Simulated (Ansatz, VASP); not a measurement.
# Two plane-wave programs on AlB2N3

The input INCAR:

```
PREC = Accurate
ENCUT = 600
EDIFF = 1E-6
ISMEAR = 0
SIGMA = 0.02
LREAL = False
LASPH = True
NELM = 80
ALGO = Normal
ISIF = 3
LWAVE = False
LCHARG = False
GGA = PE
IBRION = 2
NSW = 100
EDIFFG = -0.01
```

File KPOINTS:

```
regular mesh
0
Gamma
  6 6 4
```

POSCAR

```
AlB2N3
1.0
    4.7548836008      0.0000000000      0.0000000000
   -2.3774418004      4.1178499904      0.0000000000
    0.0000000000      0.0000000000      6.9288155749
Al B N
2 4 6
Direct
    0.3333333333      0.6666666667      0.0000000000
    0.6666666667      0.3333333333      0.0000000000
    0.0000000000      0.0000000000      0.0000000000
    0.6682728383      0.6682728383      0.5000000000
    0.3317271617      0.0000000000      0.5000000000
    0.0000000000      0.3317271617      0.5000000000
    0.3333333333      0.6666666667      0.5000000000
    0.0000000000      0.0000000000      0.5000000000
    0.6666666667      0.3333333333      0.5000000000
    0.7081685943      0.7081685943      0.0000000000
    0.2918314057      0.0000000000      0.0000000000
    0.0000000000      0.2918314057      0.0000000000
```

Input for Ansatz:

```yaml
crystal:
  lattice:
    - [4.7548836008, 0.0, 0.0]
    - [-2.3774418004, 4.1178499904, 0.0]
    - [0.0, 0.0, 6.9288155749]
  atoms:
    - { symbol: Al, position: [0.3333333333, 0.6666666667, 0.0] }
    - { symbol: Al, position: [0.6666666667, 0.3333333333, 0.0] }
    - { symbol: B, position: [0.0, 0.0, 0.0] }
    - { symbol: B, position: [0.6682728383, 0.6682728383, 0.5] }
    - { symbol: B, position: [0.3317271617, 0.0, 0.5] }
    - { symbol: B, position: [0.0, 0.3317271617, 0.5] }
    - { symbol: "N", position: [0.3333333333, 0.6666666667, 0.5] }
    - { symbol: "N", position: [0.0, 0.0, 0.5] }
    - { symbol: "N", position: [0.6666666667, 0.3333333333, 0.5] }
    - { symbol: "N", position: [0.7081685943, 0.7081685943, 0.0] }
    - { symbol: "N", position: [0.2918314057, 0.0, 0.0] }
    - { symbol: "N", position: [0.0, 0.2918314057, 0.0] }
basis:
  ecutwfc: 420
kpoints:
  mp_grid: { grid: [6, 6, 4] }
hamiltonian:
  xc: pbe
scf:
  occupations: { method: gaussian, width: 0.02 }
output:
  forces: true
  stress: true
  eigenvalues: true
  write_density: true
  write_potential: true
  elf: true
  volumetric_format: npy
relax:
  adjacent_minimum: "off"
  f_tol: 0.01
  max_steps: 80
  cell: { stress_tol: 0.05 }
```

Alike in both runs: task relaxation of cell and atoms; functional PBE; k mesh 6 × 6 × 4; occupations gaussian, width 0.02 eV; no spin polarisation.

|  | VASP | Ansatz |
| --- | --- | --- |
| version | VASP 6.6.1 | Ansatz 0.2.0 |
| potentials or method | VASP PAW PBE potentials, release 64 (Al, B, N), cutoff 600 eV | scalar-relativistic, plane waves, PAW |
| valence electrons in the cell | 48 | 48 |

```tsv
	VASP	Ansatz	Ansatz less VASP
gap on the k mesh at the Fermi level, each at its own relaxed structure (eV)	3.10	3.11	+0.004
relaxed volume (Å³/atom)	11.31	11.44	+0.133
relaxed cell length with the largest relative difference (Å)	6.928	7.012	+0.0838
```
